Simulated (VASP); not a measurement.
# K2S (Fm-3m) in VASP: a series of runs

K2S is run at these levels: PBE-based screened hybrid with 35 % exact exchange, LDA, PBEsol; tasks: single point.

Everything below comes from runs of VASP 6.6.1. Logs are shortened: lines on timing, memory, paths and dates and some standing lists are left out, and cuts for length are marked.

## Step 1: The cell of the first run

It takes space group Fm-3m (No. 225, cubic). Conventional cell: a = 7.405 Å, b = 7.405 Å, c = 7.405 Å, α = 90.00°, β = 90.00°, γ = 90.00°. K (site symmetry -43m) has 4 S at 3.21 Å and 6 K at 3.70 Å within 4.2 Å. Within 4.2 Å of S (site symmetry m-3m) lie 8 K at 3.21 Å.

## Step 2: Single point, PBE-based screened hybrid with 35 % exact exchange

The input, POSCAR:

```
K2S
1.0
    0.0000000000      3.7027186978      3.7027186978
    3.7027186978      0.0000000000      3.7027186978
    3.7027186978      3.7027186978      0.0000000000
K S
2 1
Direct
    0.2500000000      0.2500000000      0.2500000000
    0.7500000000      0.7500000000      0.7500000000
    0.0000000000      0.0000000000      0.0000000000
```

The input, INCAR.step1:

```
PREC     = Accurate       # precision mode
ENCUT    = 400            # plane-wave cutoff, eV
EDIFF    = 1E-5           # SCF threshold, eV
ISMEAR   = 0              # smearing method
SIGMA    = 0.01           # smearing width, eV
LREAL    = False          # projectors in reciprocal space
LASPH    = True           # aspherical terms in the spheres
NELM     = 120            # most SCF steps
ALGO     = Normal         # electronic algorithm
ISIF     = 2              # what is computed and relaxed
LWAVE    = True           # write WAVECAR
LCHARG   = False          # write CHGCAR
NBANDS   = 19             # bands
GGA      = PE             # functional
GGA_COMPAT= False
```

The input, INCAR.step2:

```
PREC     = Accurate       # precision mode
ENCUT    = 400            # plane-wave cutoff, eV
EDIFF    = 1E-6           # SCF threshold, eV
ISMEAR   = 0              # smearing method
SIGMA    = 0.01           # smearing width, eV
LREAL    = False          # projectors in reciprocal space
LASPH    = True           # aspherical terms in the spheres
NELM     = 120            # most SCF steps
ALGO     = Normal         # electronic algorithm
ISIF     = 2              # what is computed and relaxed
LWAVE    = False          # write WAVECAR
LCHARG   = False          # write CHGCAR
GGA      = PE             # functional
LHFCALC  = True           # exact exchange
AEXX     = 0.35           # exact-exchange fraction
HFSCREEN = 0.2078         # screening, 1/A
PRECFOCK = Normal       
NBANDS   = 19             # bands
ISTART   = 1            
GGA_COMPAT= False
```

The input, KPOINTS:

```
Automatic mesh
0
Gamma
  4 4 4
```

Potentials or basis: VASP PAW PBE potentials, release 64 (K_sv, S).

Launch:

```console
> cat potpaw_PBE.64/K_sv/POTCAR potpaw_PBE.64/S/POTCAR > POTCAR
> cp INCAR.step1 INCAR
> mpirun -np 1 vasp_std > vasp.out
> cp INCAR.step2 INCAR
> mpirun -np 1 vasp_std > vasp.out
```

OUTCAR:

```text
PREC = Accurate
   ENCUT = 400
   EDIFF = 1E-6
   ISMEAR = 0
   LREAL = False
   LASPH = True
   NELM = 120
   ISIF = 2
   GGA = PE
   LHFCALC = True
   AEXX = 0.35
   HFSCREEN = 0.2078
   PRECFOCK = Normal
   ISTART = 1

 ion  position               nearest neighbor table
   1  0.250  0.250  0.250-   3 3.21   3 3.21   3 3.21   3 3.21   2 3.70   2 3.70   2 3.70   2 3.70
                             2 3.70   2 3.70
   2  0.750  0.750  0.750-   3 3.21   3 3.21   3 3.21   3 3.21   1 3.70   1 3.70   1 3.70   1 3.70
                             1 3.70   1 3.70
   3  0.000  0.000  0.000-   2 3.21   2 3.21   2 3.21   1 3.21   2 3.21   1 3.21   1 3.21   1 3.21

  LATTYP: Found a face centered cubic cell.
 ALAT       =     7.4054373956

  Lattice vectors:

 A1 = (   0.0000000000,   3.7027186978,   3.7027186978)
 A2 = (   3.7027186978,   0.0000000000,   3.7027186978)
 A3 = (   3.7027186978,   3.7027186978,   0.0000000000)

Analysis of symmetry for initial positions (statically):
=====================================================================
 Subroutine PRICEL returns:
 Original cell was already a primitive cell.

 Routine SETGRP: Setting up the symmetry group for a
 face centered cubic supercell.

 Subroutine GETGRP returns: Found 48 space group operations
 (whereof 48 operations were pure point group operations)
 out of a pool of 48 trial point group operations.

The static configuration has the point symmetry O_h .

Analysis of symmetry for dynamics (positions and initial velocities):
=====================================================================
 Subroutine PRICEL returns:
 Original cell was already a primitive cell.

 Routine SETGRP: Setting up the symmetry group for a
 face centered cubic supercell.

 Subroutine GETGRP returns: Found 48 space group operations
 (whereof 48 operations were pure point group operations)
 out of a pool of 48 trial point group operations.

The dynamic configuration has the point symmetry O_h .

 Subroutine INISYM returns: Found 48 space group operations
 (whereof 48 operations are pure point group operations),
 and found     1 'primitive' translations

----------------------------------------------------------------------------------------

                                     Primitive cell

  volume of cell :     101.5295

  direct lattice vectors                    reciprocal lattice vectors
     0.000000000  3.702718698  3.702718698    -0.135035913  0.135035913  0.135035913
     3.702718698  0.000000000  3.702718698     0.135035913 -0.135035913  0.135035913
     3.702718698  3.702718698  0.000000000     0.135035913  0.135035913 -0.135035913

  length of vectors
     5.236435000  5.236435000  5.236435000     0.233889062  0.233889062  0.233889062

  position of ions in fractional coordinates (direct lattice)
     0.250000000  0.250000000  0.250000000
     0.750000000  0.750000000  0.750000000
     0.000000000  0.000000000  0.000000000

  ion indices of the primitive-cell ions
   primitive index   ion index
                 1           1
                 2           2
                 3           3

----------------------------------------------------------------------------------------

 KPOINTS: Automatic mesh

Automatic generation of k-mesh.
 Grid dimensions read from file:
 generate k-points for:    4    4    4

 Generating k-lattice:

  Cartesian coordinates                     Fractional coordinates (reciprocal lattice)
    -0.033758978  0.033758978  0.033758978     0.250000000  0.000000000  0.000000000
     0.033758978 -0.033758978  0.033758978     0.000000000  0.250000000  0.000000000
     0.033758978  0.033758978 -0.033758978     0.000000000  0.000000000  0.250000000

  Length of vectors
     0.058472266  0.058472266  0.058472266

  Shift w.r.t. Gamma in fractional coordinates (k-lattice)
     0.000000000  0.000000000  0.000000000

 Subroutine IBZKPT returns following result:
 ===========================================

 Found      8 irreducible k-points:

 Following reciprocal coordinates:
            Coordinates               Weight
  0.000000  0.000000  0.000000      1.000000
  0.250000  0.000000  0.000000      8.000000
  0.500000  0.000000  0.000000      4.000000
  0.250000  0.250000  0.000000      6.000000
  0.500000  0.250000  0.000000     24.000000
 -0.250000  0.250000  0.000000     12.000000
  0.500000  0.500000  0.000000      3.000000
 -0.250000  0.500000  0.250000      6.000000
   k-points           NKPTS =      8   k-points in BZ     NKDIM =     64   number of bands    NBANDS=     19
   number of dos      NEDOS =    301   number of ions     NIONS =      3
   total plane-waves  NPLWV =  46656
   dimension x,y,z NGX =    36 NGY =   36 NGZ =   36
   dimension x,y,z NGXF=    72 NGYF=   72 NGZF=   72
   ions per type =               2   1
   NGX,Y,Z   is equivalent  to a cutoff of  11.43, 11.43, 11.43 a.u.
   NGXF,Y,Z  is equivalent  to a cutoff of  22.86, 22.86, 22.86 a.u.
 SYSTEM =  unknown system
   PREC   = accura    normal or accurate (medium, high low for compatibility)
   ISTART =      1    job   : 0-new  1-cont  2-samecut
   ICHARG =      0    charge: 1-file 2-atom 10-const
   ISPIN  =      1    spin polarized calculation?
   LNONCOLLINEAR =      F non collinear calculations
   LSORBIT =      F    spin-orbit coupling
   LASPH  =      T    aspherical Exc in radial PAW
   ENCUT  =  400.0 eV  29.40 Ry    5.42 a.u.   8.54  8.54  8.54*2*pi/ulx,y,z
   NELM   =    120;   NELMIN=  2; NELMDL=  0     # of ELM steps
   EDIFF  = 0.1E-05   stopping-criterion for ELM
   LREAL  =      F    real-space projection
   EDIFFG = 0.1E-04   stopping-criterion for IOM
   NSW    =      0    number of steps for IOM
   IBRION =     -1    ionic relax: 0-MD 1-quasi-New 2-CG
   NFREE  =      0    steps in history (QN), initial steepest desc. (CG)
   ISIF   =      2    stress and relaxation
   ISYM   =      3    0-nonsym 1-usesym 2-fastsym
   POTIM  = 0.5000    time-step for ionic-motion
   TEBEG  =    0.0;   TEEND  =   0.0 temperature during run
   PSTRESS=    0.0 pullay stress
   NELECT =      24.0000    total number of electrons
   NUPDOWN=      -1.0000    fix difference up-down
   EMIN   =  10.00;   EMAX   =-10.00  energy-range for DOS
   EFERMI =   0.00;   METHOD = LEGACY
   ISMEAR =     0;   SIGMA  =   0.01  broadening in eV -4-tet -1-fermi 0-gaus
   EFERMI_NEDOS =   21; number of points for ismear=-14 and -15
   IALGO  =     38    algorithm
   IMIX   =      1    mixing-type and parameters
     AMIX     =   0.40;   BMIX     =  1.00
     AMIX_MAG =   1.60;   BMIX_MAG =  1.00
  volume/ion in A,a.u.               =      33.84       228.38
  Fermi-wavevector in a.u.,A,eV,Ry     =   1.012235  1.912846 13.940787  1.024619
  Thomas-Fermi vector in A             =   2.145332
   LORBIT       =      0    0 simple, 1 ext, 2 COOP (PROOUT), +10 PAW based schemes
   GGA     = PE    functional components
   LHFCALC =     T    Hartree Fock is set to
   PRECFOCK=normal    Normal, Fast or Accurate (Low or Medium for compatibility)
   ENCUT4O =  -1.0   cutoff for four orbital integrals eV
   NKREDX  =     1    reduce k-point grid by
   NKREDY  =     1    reduce k-point grid by
   NKREDZ  =     1    reduce k-point grid by
   AEXX    =    0.3500 exact exchange contribution
   HFSCREEN=    0.2078 screening length (either q_TF or 0.3 A-1)
   HFSCREENC=   0.2078 screening length for correlation (either q_TF or 0.3 A-1)
   ENCUTFOCK=  -1.0 apply spherical cutoff to Coloumb kernel
   IVDW    =     0    specifies the selected vdW correction
   LEPSILON=     F    determine dielectric tensor
   LRPA    =     F    only Hartree local field effects (RPA)
 non-spin polarized calculation
 Gauss-broadening in eV      SIGMA  =   0.01
  energy-cutoff  :      400.00
  volume of cell :      101.53
 maximum number of plane-waves:      1859
 NGX is ok and might be reduce to    36
  NGX = 28; NGY = 28; NGZ = 28

 number of electron      23.9999996 magnetization

 Free energy of the ion-electron system (eV)
  ---------------------------------------------------
  ext. energy  EPLUGINS =         0.00000000
  ---------------------------------------------------
  free energy    TOTEN  =       -11.43935158 eV

  energy without entropy =      -11.43935158  energy(sigma->0) =      -11.43935158

 E-fermi :  -1.2699     XC(G=0):  -5.6796

 val. band max:       -1.3269277981   @ k =   0.5000   0.5000   0.0000
 cond. band min:       2.3677252850   @ k =   0.0000   0.0000   0.0000
 fundamental gap:      3.6946530831
 Fermi energy:        -1.2699282610

 k-point     1 :       0.0000    0.0000    0.0000
  band No.  band energies     occupation
      1     -33.8364      2.00000
      2     -33.7507      2.00000
      3     -15.5303      2.00000
      4     -15.5303      2.00000
      5     -15.5303      2.00000
      6     -15.2877      2.00000
[... 11 lines left out ...]
     18       7.9444      0.00000
     19       8.7388      0.00000

 k-point     2 :       0.2500    0.0000    0.0000
  band No.  band energies     occupation
      1     -33.8233      2.00000
      2     -33.7627      2.00000
      3     -15.5261      2.00000
      4     -15.4996      2.00000
      5     -15.4996      2.00000
      6     -15.3818      2.00000
[... 11 lines left out ...]
     18       8.2592      0.00000
     19       8.2592      0.00000

 k-point     3 :       0.5000    0.0000    0.0000
  band No.  band energies     occupation
      1     -33.7925      2.00000
      2     -33.7924      2.00000
      3     -15.5498      2.00000
      4     -15.4394      2.00000
      5     -15.4255      2.00000
      6     -15.4255      2.00000
[... 11 lines left out ...]
     18       8.1914      0.00000
     19       8.3906      0.00000

 k-point     4 :       0.2500    0.2500    0.0000
  band No.  band energies     occupation
      1     -33.8213      2.00000
      2     -33.7642      2.00000
      3     -15.5655      2.00000
      4     -15.5655      2.00000
      5     -15.5430      2.00000
      6     -15.3760      2.00000
[... 11 lines left out ...]
     18       7.9478      0.00000
     19       8.2459      0.00000

 k-point     5 :       0.5000    0.2500    0.0000
  band No.  band energies     occupation
      1     -33.8023      2.00000
      2     -33.7821      2.00000
      3     -15.6879      2.00000
      4     -15.5578      2.00000
      5     -15.5455      2.00000
      6     -15.3108      2.00000
[... 11 lines left out ...]
     18       7.8071      0.00000
     19       8.7268      0.00000

 k-point     6 :      -0.2500    0.2500    0.0000
  band No.  band energies     occupation
      1     -33.8067      2.00000
      2     -33.7781      2.00000
      3     -15.6483      2.00000
      4     -15.5040      2.00000
      5     -15.4451      2.00000
      6     -15.4130      2.00000
[... 11 lines left out ...]
     18       7.7313      0.00000
     19       8.6504      0.00000

 k-point     7 :       0.5000    0.5000    0.0000
  band No.  band energies     occupation
      1     -33.8061      2.00000
      2     -33.7776      2.00000
      3     -15.7730      2.00000
      4     -15.6000      2.00000
      5     -15.6000      2.00000
      6     -15.2484      2.00000
[... 11 lines left out ...]
     18       8.0250      0.00000
     19       8.2919      0.00000

 k-point     8 :      -0.2500    0.5000    0.2500
  band No.  band energies     occupation
      1     -33.7919      2.00000
      2     -33.7919      2.00000
      3     -15.7483      2.00000
      4     -15.6265      2.00000
      5     -15.4276      2.00000
      6     -15.4276      2.00000
[... 11 lines left out ...]
     18       7.8368      0.00000
     19       8.3881      0.00000

------------------------ aborting loop because EDIFF is reached ----------------------------------------

  FORCE on cell =-STRESS in cart. coord.  units (eV):
  Direction    XX          YY          ZZ          XY          YZ          ZX
  --------------------------------------------------------------------------------------
  -------------------------------------------------------------------------------------
  Total        0.0465026      0.0465026      0.0465026     -0.0000000     -0.0000000      0.0000000
  in kB        0.7338311      0.7338311      0.7338311     -0.0000000     -0.0000000      0.0000000
  external PRESSURE =       0.7338311 kB  Pullay stress =       0.0000000 kB

 VOLUME and BASIS-vectors are now :
 -----------------------------------------------------------------------------
  energy-cutoff  :      400.00
  volume of cell :      101.53
      direct lattice vectors                 reciprocal lattice vectors
     0.000000000  3.702718698  3.702718698    -0.135035913  0.135035913  0.135035913
     3.702718698  0.000000000  3.702718698     0.135035913 -0.135035913  0.135035913
     3.702718698  3.702718698  0.000000000     0.135035913  0.135035913 -0.135035913

 POSITION                                       TOTAL-FORCE (eV/Angst)
 -----------------------------------------------------------------------------------
      1.85136      1.85136      1.85136        -0.000000     -0.000000      0.000000
      5.55408      5.55408      5.55408         0.000000     -0.000000      0.000000
      0.00000      0.00000      0.00000         0.000000      0.000000     -0.000000
 -----------------------------------------------------------------------------------
    total drift:                               -0.000005     -0.000006     -0.000003

  FREE ENERGIE OF THE ION-ELECTRON SYSTEM (eV)
  ---------------------------------------------------
  free  energy   TOTEN  =       -11.4393515835 eV

  energy  without entropy=      -11.4393515835  energy(sigma->0) =      -11.43935158
```

Wall time 22 min (1 thread of AMD EPYC 7R43 (Zen 3), shared host); peak memory 0.28 GiB.

Results:

```
Free energy            : -11.4394 eV
Pressure               : 0.1 GPa
Band gap on the k mesh : 3.69 eV (least direct gap 3.87 eV)
```

Levels at points of the mesh, in eV from the valence-band top:
```tsv
k point	band 8	band 9	band 10	band 11	band 12	band 13	band 14	band 15	band 16	band 17
(0.00, 0.00, 0.00)	-13.96	-11.00	-0.18	-0.18	-0.18	3.69	7.19	7.19	9.27	9.27
(0.50, 0.00, 0.00)	-14.08	-10.75	-0.64	-0.06	-0.06	6.13	6.51	7.41	7.41	9.52
(0.50, 0.50, 0.00)	-13.89	-10.70	-0.77	0.00	0.00	4.82	6.92	8.31	8.56	9.35
```

Caveat: the PAW data sets were made with another functional, which shifts forces and pressure a little.

## Step 3: Single point, LDA

The input, INCAR:

```
PREC = Accurate ; ENCUT = 500
EDIFF = 1E-6 ; ISMEAR = 0
SIGMA = 0.01 ; LREAL = F
LASPH = T ; NELM = 120
ALGO = Normal ; ISIF = 2
LWAVE = F ; LCHARG = F
NBANDS = 19 ; GGA_COMPAT = F
```

The input, KPOINTS:

```
Automatic mesh
0
Gamma
  2 2 2
```

POSCAR is that of step 2.

Potentials or basis: VASP PAW LDA potentials, release 64 (K_sv, S).

Launch:

```console
> cat potpaw_LDA.64/K_sv/POTCAR potpaw_LDA.64/S/POTCAR > POTCAR
> mpirun -np 1 vasp_std > vasp.out
```

It took 5.8 s on 1 thread of Intel Xeon 6975P-C (Granite Rapids), shared host; peak memory 0.18 GiB.

The run converged. Its results:

| Item | Value |
| --- | --- |
| Free energy | -10.2633 eV |
| Pressure | -1.6 GPa |
| Band gap on the k mesh | 2.05 eV (least direct gap 2.26 eV) |

Levels at points of the mesh, in eV from the valence-band top:
| k point | band 8 | band 9 | band 10 | band 11 | band 12 | band 13 | band 14 | band 15 | band 16 | band 17 |
| --- | --- | --- | --- | --- | --- | --- | --- | --- | --- | --- |
| (0.00, 0.00, 0.00) | -12.48 | -9.53 | -0.21 | -0.21 | -0.21 | 2.05 | 5.20 | 5.20 | 7.23 | 7.23 |
| (0.50, 0.00, 0.00) | -12.61 | -9.32 | -0.68 | -0.07 | -0.07 | 4.46 | 4.69 | 5.55 | 5.55 | 7.38 |
| (0.50, 0.50, 0.00) | -12.41 | -9.28 | -0.81 | 0.00 | 0.00 | 3.23 | 4.98 | 6.32 | 6.34 | 7.31 |

Caveat: the k points lie up to 0.73 Å⁻¹ apart. Expect the measured gap to be larger: semilocal functionals such as LDA lack the derivative discontinuity.

[end of part 1 of 2]
